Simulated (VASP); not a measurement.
WS2: single point with r2SCAN

The system is WS2, a sheet with vacuum.

```
S W
1.0
     3.15300    0.00000    0.00000
    -1.57650    2.73058    0.00000
     0.00000    0.00000   30.08000
S W
2 1
Direct
  0.66667 0.33333 0.29892
  0.66667 0.33333 0.40387
  0.33333 0.66667 0.35140
```

| Property | Result |
| --- | --- |
| Program | VASP 6.6.1 |
| Task | single point |
| Functional | r2SCAN |
| Potentials or basis | VASP PAW PBE potentials, release 64 (S, W_sv) |
| Cutoff | 520 eV |
| k mesh | 12 × 12 × 1 |
| Occupations | gaussian, width 0.02 eV |
| Spin | no spin polarisation |

```yaml
Largest_force: 0.176 eV/Å
Band_gap_on_the_k_mesh: 2.08 eV
Ionisation_potential_of_the_upper_face: 5.85 eV
```

Forces in eV/Å, atoms in the order of the input:
```
S    0.000  0.000  0.176
S    0.000  0.000 -0.176
W    0.000  0.000  0.000
```

Levels at points of the mesh, in eV from the valence-band top:
| k point | band 11 | band 12 | band 13 | band 14 | band 15 | band 16 |
| --- | --- | --- | --- | --- | --- | --- |
| (0.00, 0.00, 0.00) | -1.65 | -1.65 | -0.15 | 3.15 | 3.15 | 3.24 |
| (0.50, 0.00, 0.00) | -2.38 | -1.32 | -1.02 | 3.15 | 3.56 | 4.41 |

Run time: 9.8 min on 1 thread of AMD EPYC 7R13 Processor (Zen 3), with other jobs on the host, peak memory 0.4 GiB.

Caveat: the PAW data sets were made with another functional, which shifts forces and pressure a little; spin-orbit coupling is left out, which moves the levels of the heavy elements.
